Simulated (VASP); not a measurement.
# Co (Pm-3m) in VASP: notebook

The runs below take Co through single point, with PBEsol.

Program: VASP 6.6.1. These are calculated values, not measurements. Logs are shortened: lines on timing, memory, paths and dates and some standing lists are left out, and cuts for length are marked.

## Step 1: The cell of the first run

It takes space group Pm-3m (No. 221, cubic). The conventional cell has a = 2.186 Å, b = 2.186 Å, c = 2.186 Å, α = 90.00°, β = 90.00°, γ = 90.00°. Co (site symmetry m-3m) has 6 Co at 2.19 Å within 2.9 Å.

This isn't the form of Co at room conditions, which is hcp.

## Step 2: Single point, PBEsol, collinear spin, ferromagnetic start (10.44 Å³/atom)

The input, INCAR:

```
PREC     = Accurate       # precision mode
ENCUT    = 520            # plane-wave cutoff, eV
EDIFF    = 1E-7           # SCF threshold, eV
ISMEAR   = -1             # smearing method
SIGMA    = 0.05           # smearing width, eV
LREAL    = False          # projectors in reciprocal space
LASPH    = True           # aspherical terms in the spheres
NELM     = 150            # most SCF steps
ALGO     = Normal         # electronic algorithm
ISIF     = 2              # what is computed and relaxed
LWAVE    = False          # write WAVECAR
LCHARG   = False          # write CHGCAR
ISPIN    = 2              # spin polarisation
MAGMOM   = -1.614 -1.614  # initial moments
LORBIT   = 11             # projections on sites
LMAXMIX  = 4              # l up to which the mixer works
GGA      = PS             # functional
NBANDS   = 20             # bands
```

The input, KPOINTS:

```
Automatic mesh
0
Gamma
  14 14 14
```

The input, POSCAR:

```
Co
1.0
    0.0000000000      2.1859009669      2.1859009669
    2.1859009669      0.0000000000      2.1859009669
    2.1859009669      2.1859009669      0.0000000000
Co
2
Direct
    0.0000000000      0.0000000000      0.0000000000
    0.5000000000      0.5000000000      0.5000000000
```

Potentials or basis: VASP PAW PBE potentials, release 64 (Co).

Started as:

```bash
cat potpaw_PBE.64/Co/POTCAR > POTCAR
mpirun -np 1 vasp_std > vasp.out
```

OUTCAR:

```text
PREC = Accurate
   ENCUT = 520
   EDIFF = 1E-7
   ISMEAR = -1
   LREAL = False
   LASPH = True
   NELM = 150
   ISIF = 2
   ISPIN = 2
   LORBIT = 11
   GGA = PS

 ion  position               nearest neighbor table
   1  0.000  0.000  0.000-   2 2.19   2 2.19   2 2.19   2 2.19   2 2.19   2 2.19
   2  0.500  0.500  0.500-   1 2.19   1 2.19   1 2.19   1 2.19   1 2.19   1 2.19

  LATTYP: Found a face centered cubic cell.
 ALAT       =     4.3718019338

  Lattice vectors:

 A1 = (   0.0000000000,   2.1859009669,   2.1859009669)
 A2 = (   2.1859009669,   0.0000000000,   2.1859009669)
 A3 = (   2.1859009669,   2.1859009669,   0.0000000000)

Analysis of symmetry for initial positions (statically):
=====================================================================
 Subroutine PRICEL returns following result:

  LATTYP: Found a simple cubic cell.
 ALAT       =     2.1859009669
[... 12 lines left out ...]
 Subroutine GETGRP returns: Found 48 space group operations
 (whereof 48 operations were pure point group operations)
 out of a pool of 48 trial point group operations.

The static configuration has the point symmetry O_h .

Analysis of symmetry for dynamics (positions and initial velocities):
=====================================================================
 Subroutine PRICEL returns following result:

  LATTYP: Found a simple cubic cell.
 ALAT       =     2.1859009669
[... 12 lines left out ...]
 Subroutine GETGRP returns: Found 48 space group operations
 (whereof 48 operations were pure point group operations)
 out of a pool of 48 trial point group operations.

The dynamic configuration has the point symmetry O_h .

Analysis of structural, dynamic, and magnetic symmetry:
=====================================================================
 Subroutine PRICEL returns following result:

  LATTYP: Found a simple cubic cell.
 ALAT       =     2.1859009669
[... 12 lines left out ...]
 Subroutine GETGRP returns: Found 48 space group operations
 (whereof 48 operations were pure point group operations)
 out of a pool of 48 trial point group operations.

The overall configuration has the point symmetry O_h .

 Subroutine INISYM returns: Found 48 space group operations
 (whereof 48 operations are pure point group operations),
 and found     2 'primitive' translations

----------------------------------------------------------------------------------------

                                     Primitive cell

  volume of cell :      10.4446

[... 107 lines left out ...]
  volume/ion in A,a.u.               =      10.44        70.48
  Fermi-wavevector in a.u.,A,eV,Ry     =   1.557848  2.943907 33.019864  2.426892
  Thomas-Fermi vector in A             =   2.661439
   LORBIT       =     11    0 simple, 1 ext, 2 COOP (PROOUT), +10 PAW based schemes
   GGA     = PS    functional components
   LHFCALC =     F    Hartree Fock is set to
   AEXX    =    0.0000 exact exchange contribution
   IVDW    =     0    specifies the selected vdW correction
   LEPSILON=     F    determine dielectric tensor
   LRPA    =     F    only Hartree local field effects (RPA)
 spin polarized calculation
  energy-cutoff  :      520.00
  volume of cell :       20.89
 maximum number of plane-waves:       588
   NGX = 11   NGY = 11   NGZ = 11

 number of electron      17.9999993 magnetization      -2.9058293

 Free energy of the ion-electron system (eV)
  ---------------------------------------------------
  ext. energy  EPLUGINS =         0.00000000
  ---------------------------------------------------
  free energy    TOTEN  =       -13.53570534 eV

  energy without entropy =      -13.51274804  energy(sigma->0) =      -13.52422669

 E-fermi :  10.9356     XC(G=0): -13.7059

 val. band max:       10.9351022567   @ k =   0.2857   0.2143   0.0714
 cond. band min:      10.9373576288   @ k =   0.4286   0.3571   0.0714
 fundamental gap:      0.0022553721
 Fermi energy:        10.9356389965

 spin component 1

 k-point     1 :       0.0000    0.0000    0.0000
  band No.  band energies     occupation
      1       1.7235      1.00000
      2       6.9337      1.00000
      3       6.9337      1.00000
      4       7.4614      1.00000
      5       7.4614      1.00000
      6       7.4614      1.00000
[... 541 lines left out ...]
     19      33.0854      0.00000
     20      35.8803      0.00000

 [... further k-points ...]

 spin component 2

 k-point     1 :       0.0000    0.0000    0.0000
  band No.  band energies     occupation
      1       1.5298      1.00000
      2       5.9229      1.00000
      3       5.9229      1.00000
      4       6.1244      1.00000
      5       6.1244      1.00000
      6       6.1245      1.00000
[... 541 lines left out ...]
     19      32.7307      0.00000
     20      35.4382      0.00000

 [... further k-points ...]

------------------------ aborting loop because EDIFF is reached ----------------------------------------

  FORCE on cell =-STRESS in cart. coord.  units (eV):
  Direction    XX          YY          ZZ          XY          YZ          ZX
  --------------------------------------------------------------------------------------
  -------------------------------------------------------------------------------------
  Total        3.9551757      3.9551757      3.9551757      0.0000000      0.0000000      0.0000000
  in kB      303.3576319    303.3576319    303.3576319      0.0000000      0.0000000      0.0000000
  external PRESSURE =     303.3576319 kB  Pullay stress =       0.0000000 kB

 VOLUME and BASIS-vectors are now :
 -----------------------------------------------------------------------------
  energy-cutoff  :      520.00
  volume of cell :       20.89
      direct lattice vectors                 reciprocal lattice vectors
     0.000000000  2.185900967  2.185900967    -0.228738633  0.228738633  0.228738633
     2.185900967  0.000000000  2.185900967     0.228738633 -0.228738633  0.228738633
     2.185900967  2.185900967  0.000000000     0.228738633  0.228738633 -0.228738633

 POSITION                                       TOTAL-FORCE (eV/Angst)
 -----------------------------------------------------------------------------------
      0.00000      0.00000      0.00000         0.000000     -0.000000      0.000000
      2.18590      2.18590      2.18590        -0.000000      0.000000     -0.000000
 -----------------------------------------------------------------------------------
    total drift:                                0.000000     -0.000000      0.000000

  FREE ENERGIE OF THE ION-ELECTRON SYSTEM (eV)
  ---------------------------------------------------
  free  energy   TOTEN  =       -13.5357053411 eV

  energy  without entropy=      -13.5127480373  energy(sigma->0) =      -13.52422669

 total charge

# of ion       s       p       d       tot
------------------------------------------
    1        0.570   0.546   7.438   8.554
    2        0.570   0.546   7.438   8.554
--------------------------------------------------
tot          1.140   1.092  14.875  17.107

 magnetization (x)

# of ion       s       p       d       tot
------------------------------------------
    1       -0.007  -0.000  -1.436  -1.443
    2       -0.007  -0.000  -1.436  -1.443
--------------------------------------------------
tot         -0.015  -0.000  -2.872  -2.887
```

stdout:

```text
POSCAR found type information on POSCAR Co
 POSCAR found :  1 types and       2 ions
 scaLAPACK will be used
 -----------------------------------------------------------------------------
|                                                                             |
|                                                                             |
|     You enforced a specific xc type in the INCAR file but a different       |
|     I HOPE YOU KNOW WHAT YOU ARE DOING!                                     |
|                                                                             |
 -----------------------------------------------------------------------------

 LDA part: xc-table for (Slater+PW92), standard interpolation
 POSCAR, INCAR and KPOINTS ok, starting setup
 FFT: planning ... GRIDC
 FFT: planning ... GRID_SOFT
 FFT: planning ... GRID
 WAVECAR not read
 entering main loop
```

Wall time 1.7 min (1 thread of Intel Xeon 8259CL, shared host); peak memory 0.19 GiB.

What came out:

* Free energy: -13.5357 eV
* Pressure: 30.3 GPa
* Net moment: -2.91 μB per cell
* Site moments: Co -1.44 μB
* Valence electrons inside the program's atomic spheres: Co 8.55

Levels at points of the mesh, in eV from the Fermi level:
Spin up:
| k point | band 5 | band 6 | band 7 | band 8 | band 9 | band 10 | band 11 | band 12 |
| --- | --- | --- | --- | --- | --- | --- | --- | --- |
| (0.00, 0.00, 0.00) | -3.47 | -3.47 | 1.35 | 1.35 | 1.35 | 2.27 | 2.27 | 13.44 |
| (0.50, 0.00, 0.00) | -1.85 | -1.85 | -0.49 | -0.49 | -0.49 | -0.49 | 1.25 | 1.25 |
| (0.50, 0.50, 0.00) | -1.67 | -0.36 | -0.36 | 0.01 | 0.01 | 1.50 | 2.18 | 5.91 |
Spin down:
```
           k point  band 6  band 7  band 8  band 9  band 10  band 11  band 12  band 13  band 14  band 15
(0.00, 0.00, 0.00)   -4.81   -0.49   -0.49   -0.49     0.93     0.93    13.54    13.85    13.85    13.85
(0.50, 0.00, 0.00)   -3.02   -2.02   -2.02   -2.02    -2.02     0.02     0.02    14.70    14.70    14.70
(0.50, 0.50, 0.00)   -2.05   -1.80   -1.73   -1.73    -0.35     0.84     5.05     5.67     5.67    12.38
```

Caveat: the cell stands under pressure; the PAW data sets were made with another functional, which shifts forces and pressure a little.

(Part 1 of 2 ends here.)
